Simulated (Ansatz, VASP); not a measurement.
## Hg2ICl: VASP beside Ansatz

```
Hg I Cl
1.0
     5.12218    0.00000    0.00000
     0.00000    5.12218    0.00000
     0.00000    0.00000    5.61563
Hg I Cl
2 1 1
Direct
  0.00000 0.00000 0.00000
  0.50000 0.50000 0.50000
  0.50000 0.50000 0.00000
  0.00000 0.00000 0.50000
```

Change from the starting cell: species swapped into the Pb2SeS type (P4/mmm, No. 123).

Alike in both runs: functional PBE; k mesh 10 × 10 × 8; occupations gaussian, width 0.1 eV; no spin polarisation.

Ansatz relaxed the structure, and its values are those at the end. VASP's run is a single point on that final structure, the one shown.

|  | VASP | Ansatz |
| --- | --- | --- |
| version | VASP 6.6.1 | Ansatz 0.2.0 |
| potentials or method | VASP PAW PBE potentials, release 64 (Hg, I, Cl), cutoff 520 eV | scalar-relativistic, plane waves, PAW |
| valence electrons in the cell | 38 | 64 |

```tsv
	VASP	Ansatz	Ansatz less VASP
gap on the k mesh at the Fermi level (eV)	none	none	-
pressure (GPa)	0.0	0.0	-0.03
```

A gap of «none» marks a metal or a gap that the smearing closes. VASP's potentials hold 38 valence electrons a cell and Ansatz's 64, so a difference there can come from the potentials and not from the codes.

Neither program's run includes spin-orbit coupling.
